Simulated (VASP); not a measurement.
Set up this calculation in VASP 6.6.1, as the native input.

* Task: relaxation of cell and atoms
* Functional: PBEsol
* Potentials or basis: VASP PAW PBE potentials, release 64 (Si, C)
* Cutoff: 600 eV
* k mesh: 10 × 10 × 10
* Occupations: gaussian, width 0.01 eV
* Spin: no spin polarisation
* Target pressure: 4 GPa
* Dipole correction: no
* Further INCAR settings: ALGO = Normal; EDIFF = 1e-06; IBRION = 2; EDIFFG = -0.002; NSW = 100; ISIF = 3

The structure of SiC lies in POSCAR:

```
SiC
1.0
    2.1784146558      2.1784146558      0.0000000000
   -2.1784146558      2.1784146558      0.0000000000
    0.0000000000      2.1784146558      2.1784146558
Si C
1 1
Direct
    0.0000000000      0.0000000000      0.0000000000
    0.7500000000      0.2500000000      0.5000000000
```

The input as run:

INCAR

```
PREC = Accurate
ENCUT = 600
EDIFF = 1E-6
ISMEAR = 0
SIGMA = 0.01
LREAL = False
LASPH = True
NELM = 60
ALGO = Normal
ISIF = 3
LWAVE = False
LCHARG = False
GGA = PS
IBRION = 2
NSW = 100
EDIFFG = -0.002
PSTRESS = 40.0
```

KPOINTS

```
Automatic mesh
0
Gamma
  10 10 10
```

Potentials or basis: VASP PAW PBE potentials, release 64 (Si, C).

Launch:

```console
$ cat potpaw_PBE.64/Si/POTCAR potpaw_PBE.64/C/POTCAR > POTCAR
$ mpirun -np 1 vasp_std > vasp.out
```

It gave:

The relaxed volume is 10.17 Å³/atom and the relaxed cell is a = 3.064 Å, b = 3.064 Å, c = 3.064 Å, α = 60.00°, β = 60.00°, γ = 90.00°. The space group after relaxing (to 0.05 Å) is F-43m (No. 216) and the energy change on relaxing (the enthalpy is what falls) is +2.2 meV/atom. The ionic steps are 3, the pressure after relaxing is 4.0 GPa and the band gap on the k mesh is 1.22 eV, indirect (least direct gap 4.46 eV).

Caveat: the cell is relaxed towards a set pressure, so the enthalpy falls and the energy may rise; the PAW data sets were made with another functional, which shifts forces and pressure a little.

Run time: 40 s on 1 thread of Intel Xeon 6975P-C (shared host), peak memory 0.16 GiB.
